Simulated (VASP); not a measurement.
# Pb (P6/mmm) in VASP: further runs, part 2 of 2

VASP 6.6.1.

## 3. Relaxation of cell and atoms, LDA, target pressure 97 GPa, at which the enthalpy is minimised

INCAR

```
SYSTEM = Pb
  ALGO = Normal
  EDIFF = 1E-7
  EDIFFG = -0.005
  ENCUT = 600
  IBRION = 2
  ISIF = 3
  ISMEAR = -1
  LASPH = .TRUE.
  LCHARG = .FALSE.
  LREAL = .FALSE.
  LWAVE = .FALSE.
  NELM = 60
  NSW = 32
  PREC = Accurate
  PSTRESS = 970.0
  SIGMA = 0.05
```

KPOINTS

```
k-points
0
G
  8 8 11
  0 0 0
```

POSCAR

```
Pb
1.0
    4.6738916346      0.0000000000      0.0000000000
   -2.3369458173      4.0477088901      0.0000000000
    0.0000000000      0.0000000000      2.7467825488
Pb
3
Direct
    0.0000000000      0.0000000000      0.0000000000
    0.3333333333      0.6666666667      0.5000000000
    0.6666666667      0.3333333333      0.5000000000
```

Potentials or basis: VASP PAW LDA potentials, release 64 (Pb_d).

Launch:

```sh
cat potpaw_LDA.64/Pb_d/POTCAR > POTCAR
mpirun -np 1 vasp_std > vasp.out
```

OUTCAR:

```text
SYSTEM = Pb
   EDIFF = 1E-7
   EDIFFG = -0.005
   ENCUT = 600
   IBRION = 2
   ISIF = 3
   ISMEAR = -1
   LASPH = .TRUE.
   LREAL = .FALSE.
   NELM = 60
   NSW = 32
   PREC = Accurate
   PSTRESS = 970.0

 ion  position               nearest neighbor table
   1  0.000  0.000  0.000-   2 3.03   3 3.03   2 3.03   3 3.03   3 3.03   3 3.03   2 3.03   2 3.03
                             3 3.03   3 3.03   2 3.03   2 3.03
   2  0.333  0.667  0.500-   3 2.70   3 2.70   3 2.70   1 3.03   1 3.03   1 3.03   1 3.03   1 3.03
                             1 3.03   3 3.85   3 3.85   3 3.85   3 3.85   3 3.85   3 3.85
   3  0.667  0.333  0.500-   2 2.70   2 2.70   2 2.70   1 3.03   1 3.03   1 3.03   1 3.03   1 3.03
                             1 3.03   2 3.85   2 3.85   2 3.85   2 3.85   2 3.85   2 3.85

  LATTYP: Found a hexagonal cell.
 ALAT       =     4.6738916346
 C/A-ratio  =     0.5876864000

  Lattice vectors:

 A1 = (   4.6738916346,   0.0000000000,   0.0000000000)
 A2 = (  -2.3369458173,   4.0477088901,   0.0000000000)
 A3 = (   0.0000000000,   0.0000000000,   2.7467825488)

Analysis of symmetry for initial positions (statically):
=====================================================================
 Subroutine PRICEL returns:
 Original cell was already a primitive cell.

 Routine SETGRP: Setting up the symmetry group for a
[... 177 lines left out ...]
  --------------------------------------------------------------------------------------
  -------------------------------------------------------------------------------------
  Total       31.7719460     31.7719460     31.7589942      0.0000000      0.0000000     -0.0000000
  in kB      979.5851879    979.5851879    979.1858602      0.0000000      0.0000000     -0.0000000
  external PRESSURE =       9.4520787 kB  Pullay stress =     970.0000000 kB
[... 65 lines left out ...]
--------------------------------------- Ionic step        3  -------------------------------------------

 number of electron      42.0000005 magnetization

 Free energy of the ion-electron system (eV)
  ---------------------------------------------------
  ext. energy  EPLUGINS =         0.00000000
  ---------------------------------------------------
  free energy    TOTEN  =        -6.16395491 eV

  energy without entropy =       -6.15216689  energy(sigma->0) =       -6.15806090

 E-fermi :  15.6588     XC(G=0): -13.4103

 val. band max:       15.6377765924   @ k =   0.3750   0.1250   0.2727
 cond. band min:      15.6624848900   @ k =   0.3750   0.2500   0.3636
 fundamental gap:      0.0247082976
 Fermi energy:        15.6588322655

 k-point     1 :       0.0000    0.0000    0.0000
  band No.  band energies     occupation
      1      -3.9398      2.00000
      2      -3.2836      2.00000
      3      -3.1958      2.00000
      4      -2.8468      2.00000
      5      -2.8468      2.00000
      6      -2.5206      2.00000
[... 661 lines left out ...]
     24      20.5061      0.00000
     25      21.3943      0.00000

 [... further k-points ...]

------------------------ aborting loop because EDIFF is reached ----------------------------------------

  FORCE on cell =-STRESS in cart. coord.  units (eV):
  Direction    XX          YY          ZZ          XY          YZ          ZX
  --------------------------------------------------------------------------------------
  -------------------------------------------------------------------------------------
  Total       31.5353199     31.5353199     31.5198203     -0.0000000      0.0000000      0.0000000
  in kB      970.1253471    970.1253471    969.6485316     -0.0000000      0.0000000      0.0000000
  external PRESSURE =      -0.0335914 kB  Pullay stress =     970.0000000 kB
[... 22 lines left out ...]
  energy  without entropy=       -6.1521668865  energy(sigma->0) =       -6.15806090

  enthalpy is  TOTEN    =        25.3672903881 eV   P V=       31.5312453028

 reached required accuracy - stopping structural energy minimisation
```

It took 6.2 min on 1 thread of AMD EPYC 7R13, shared host; peak memory 0.19 GiB.

Results:

| Item | Value |
| --- | --- |
| Free energy | -6.1640 eV |
| Relaxed volume | 17.36 Å³/atom |
| Relaxed cell | a = 4.677 Å, b = 4.677 Å, c = 2.749 Å, α = 90.00°, β = 90.00°, γ = 120.00° |
| Space group after relaxing (to 0.05 Å) | P6/mmm (No. 191) |
| Energy change on relaxing (the enthalpy is what falls) | -23.5 meV/atom |
| Ionic steps | 3 |
| Pressure after relaxing | 97.0 GPa |
| Band gap on the k mesh | zero (band 21 reaches 17.99 eV, above the bottom of band 22 at 11.53 eV) |

Step by step:
| step | energy change (eV) | largest force (eV/Å) | pressure (GPa) | volume (Å³) |
| --- | --- | --- | --- | --- |
| 1 | 0.0000 | 0.0000 | 97.95 | 51.97 |
| 2 | -0.4571 | 0.0000 | 91.75 | 52.74 |
| 3 | -0.0705 | 0.0000 | 97.00 | 52.08 |

Final structure:
```
Pb
1.0
     4.67741    0.00000    0.00000
    -2.33871    4.05076    0.00000
     0.00000    0.00000    2.74877
Pb
3
Cartesian
  -2.3387 4.0508 0.0000
  0.0000 2.7005 1.3744
  2.3387 1.3503 1.3744
```

Caveat: the cell is relaxed towards a set pressure, so the enthalpy falls and the energy may rise; spin-orbit coupling is left out, which moves the levels of the heavy elements.

## 4. Single point, LDA

INCAR

```
SYSTEM = Pb
PREC = Accurate ; ENCUT = 520
EDIFF = 1E-6 ; ISMEAR = -1
SIGMA = 0.05 ; LREAL = .False.
LASPH = .True. ; NELM = 60
ALGO = Normal ; ISIF = 2
LWAVE = .False. ; LCHARG = .False.
NBANDS = 28
```

KPOINTS

```
Automatic mesh
0
Gamma
  8 8 11
  0 0 0
```

POSCAR

```
Pb
1.0
    4.6738839214      0.0000000000      0.0000000000
   -2.3369419607      4.0477022103      0.0000000000
    0.0000000000      0.0000000000      2.7465044963
Pb
3
Direct
    0.0000000000      0.0000000000      0.0000000000
    0.3333333333      0.6666666667      0.5000000000
    0.6666666667      0.3333333333      0.5000000000
```

Launch:

```sh
cat potpaw_LDA.64/Pb_d/POTCAR > POTCAR
mpirun -np 1 vasp_std > vasp.out
```

Wall time 44 s (1 thread of Intel Xeon 6975P-C, shared host); peak memory 0.19 GiB.

It converged, with:

| Property | Result |
| --- | --- |
| Free energy | -6.0896 eV |
| Pressure | 97.8 GPa |
| Band gap on the k mesh | zero (band 21 reaches 18.05 eV, above the bottom of band 22 at 11.56 eV) |

Levels at points of the mesh, in eV from the Fermi level:
```
           k point  band 17  band 18  band 19  band 20  band 21  band 22  band 23  band 24  band 25  band 26
(0.00, 0.00, 0.00)    -7.74    -7.23    -4.17    -4.17    -4.14    -4.14     4.34    10.41    10.78    11.32
(0.50, 0.00, 0.00)   -14.22    -8.61    -7.92     1.74     1.80     3.82     3.87     4.99     7.94     7.97
```

Caveat: spin-orbit coupling is left out, which moves the levels of the heavy elements.

## 5. Relaxation of cell and atoms, LDA, target pressure 97 GPa, at which the enthalpy is minimised

This run uses another cell than the first one, of the same volume but with other edges.

INCAR

```
PREC = Accurate ; ENCUT = 600
EDIFF = 1E-6 ; ISMEAR = -1
SIGMA = 0.05 ; LREAL = F
LASPH = T ; NELM = 100
ALGO = Normal ; ISIF = 3
LWAVE = F ; LCHARG = F
IBRION = 2 ; NSW = 60
EDIFFG = -0.005 ; PSTRESS = 970.0
```

KPOINTS

```
Automatic mesh
0
Gamma
  8 8 11
```

POSCAR

```
Pb
1.0
    4.5908643052      0.0000000000      0.0000000000
   -2.2954321526      3.9758051136      0.0000000000
    0.0000000000      0.0000000000      2.8463358692
Pb
3
Direct
    0.0000000000      0.0000000000      0.0000000000
    0.3333333333      0.6666666667      0.5000000000
    0.6666666667      0.3333333333      0.5000000000
```

Launch:

```sh
cat potpaw_LDA.64/Pb_d/POTCAR > POTCAR
mpirun -np 1 vasp_std > vasp.out
```

Run time: 7.4 min. Hardware: 1 thread of Intel Xeon 6975P-C, shared host; peak memory 0.22 GiB.

The run converged. Its results:

```
Free energy                                            : -6.1628 eV
Relaxed volume                                         : 17.36 Å³/atom
Relaxed cell                                           : a = 4.678 Å, b = 4.678 Å, c = 2.748 Å, α = 90.00°, β = 90.00°, γ = 120.00°
Space group after relaxing (to 0.05 Å)                 : P6/mmm (No. 191)
Energy change on relaxing (the enthalpy is what falls) : -61.4 meV/atom
Ionic steps                                            : 10
Pressure after relaxing                                : 97.0 GPa
Band gap on the k mesh                                 : zero (band 21 reaches 17.99 eV, above the bottom of band 22 at 11.53 eV)
```

Step by step:
```csv
step,energy change (eV),largest force (eV/Å),pressure (GPa),volume (Å³)
1,0.0000,0.0000,98.29,51.95
2,-0.6335,0.0000,90.79,52.89
3,-0.4908,0.0000,92.87,52.60
4,-0.4644,0.0000,93.15,52.55
5,1.2755,0.0000,116.82,49.92
6,-0.1935,0.0000,96.89,52.09
7,-0.1867,0.0000,96.95,52.08
8,-0.1802,0.0000,97.04,52.07
9,-0.1938,0.0000,96.91,52.10
10,-0.1842,0.0000,96.98,52.08
```

Final structure:
```cif
data_structure
_symmetry_space_group_name_H-M 'P 1'
_symmetry_Int_Tables_number 1
_cell_length_a 4.6776
_cell_length_b 4.6776
_cell_length_c 2.7484
_cell_angle_alpha 90.000
_cell_angle_beta 90.000
_cell_angle_gamma 120.000
_cell_volume 52.08
loop_
_atom_site_label
_atom_site_type_symbol
_atom_site_fract_x
_atom_site_fract_y
_atom_site_fract_z
_atom_site_occupancy
Pb1 Pb 0.00000 0.00000 0.00000 1
Pb2 Pb 0.33333 0.66667 0.50000 1
Pb3 Pb 0.66667 0.33333 0.50000 1
```

Levels at points of the mesh, in eV from the Fermi level:
| k point | band 17 | band 18 | band 19 | band 20 | band 21 | band 22 | band 23 | band 24 | band 25 |
| --- | --- | --- | --- | --- | --- | --- | --- | --- | --- |
| (0.00, 0.00, 0.00) | -7.74 | -7.23 | -4.16 | -4.16 | -4.13 | -4.13 | 4.34 | 10.42 | 10.77 |
| (0.50, 0.00, 0.00) | -14.20 | -8.61 | -7.90 | 1.73 | 1.79 | 3.82 | 3.86 | 4.99 | 7.94 |

Caveat: the cell is relaxed towards a set pressure, so the enthalpy falls and the energy may rise; spin-orbit coupling is left out, which moves the levels of the heavy elements.

## 6. Summary

```csv
task,cell,cutoff (eV),gap on the mesh (eV),pressure (GPa)
single point,"a = 4.674, b = 4.674, c = 2.747 Å, angles 90.0, 90.0, 120.0°, 3 atoms",520,none,97.8
relaxation of cell and atoms,"relaxed to 97 GPa from a = 4.674, b = 4.674, c = 2.747 Å, angles 90.0, 90.0, 120.0°, 3 atoms",600,none,97.0
relaxation of cell and atoms,"relaxed to 97 GPa from a = 4.591, b = 4.591, c = 2.846 Å, angles 90.0, 90.0, 120.0°, 3 atoms",600,none,97.0
```

Alike in all rows: level LDA; potentials or basis VASP PAW LDA potentials, release 64 (Pb_d); no spin polarisation; k mesh 8 × 8 × 11; smearing fermi-dirac 0.05 eV.

Caveats: spin-orbit coupling is left out, which moves the levels of the heavy elements; the cell is relaxed towards a set pressure, so the enthalpy falls and the energy may rise (some runs).

Absolute energies hang on the potentials; compare differences alone.
